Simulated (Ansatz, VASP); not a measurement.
## One calculation of HgTe, two programs

Contents of INCAR:

```
SYSTEM = HgTe
PREC = Accurate
ENCUT = 520
EDIFF = 1E-7
ISMEAR = 0
SIGMA = 0.15
LREAL = .FALSE.
LASPH = .TRUE.
NELM = 80
ALGO = Normal
ISIF = 2
LWAVE = .FALSE.
LCHARG = .FALSE.
GGA = PE
NBANDS = 16
```

Contents of KPOINTS:

```
regular mesh
0
G
  14 14 14
  0 0 0
```

Contents of POSCAR:

```
HgTe
1.0
    0.0000000000      3.2839406250      3.2839406250
    3.2235000000      0.0604406250      3.2235000000
    3.2235000000      3.2235000000      0.0604406250
Hg Te
1 1
Direct
    0.0000000000      0.0000000000      0.0000000000
    0.7500000000      0.7500000000      0.7500000000
```

Input for Ansatz:

```yaml
crystal:
  lattice:
    - [0.0, 3.283940625, 3.283940625]
    - [3.2235, 0.060440625, 3.2235]
    - [3.2235, 3.2235, 0.060440625]
  atoms:
    - { symbol: Hg, position: [0.0, 0.0, 0.0] }
    - { symbol: Te, position: [0.75, 0.75, 0.75] }
basis:
  ecutwfc: 420
kpoints:
  mp_grid: { grid: [14, 14, 14] }
hamiltonian:
  xc: pbe
scf:
  occupations: { method: gaussian, width: 0.15 }
output:
  forces: true
  stress: true
  eigenvalues: true
```

Change from the starting cell: strain +0.0375 x Voigt [0, 0, 0, 1, 0, 0], atoms carried along.

Alike in both runs: task single point; functional PBE; k mesh 14 × 14 × 14; occupations gaussian, width 0.15 eV; no spin polarisation.

|  | VASP | Ansatz |
| --- | --- | --- |
| version | VASP 6.6.1 | Ansatz 0.2.0 |
| potentials or method | VASP PAW PBE potentials, release 64 (Hg, Te), cutoff 520 eV | scalar-relativistic, plane waves, PAW |
| valence electrons in the cell | 18 | 36 |

Ansatz gave:

| Item | Value |
| --- | --- |
| gap on the k mesh at the Fermi level (eV) | none |
| pressure (GPa) | 4.2 |
| traceless stress, the component that is largest in VASP (GPa) | -1.65 |
| rms of the force components (eV/Å) | 0.145 |

Task: Estimate VASP's values.

Result: gap on the k mesh at the Fermi level (eV): none; pressure (GPa): 4.3; traceless stress, the component that is largest in VASP (GPa): -1.67; rms of the force components (eV/Å): 0.148.

Atom by atom the forces differ by 0.003 eV/Å (rms over components). A gap of «none» marks a metal or a gap that the smearing closes. The functional is the same, so the differences come from potentials, cutoffs and numerics. VASP's potentials hold 18 valence electrons a cell and Ansatz's 36, so a difference there can come from the potentials and not from the codes.

Spin-orbit coupling is off throughout.
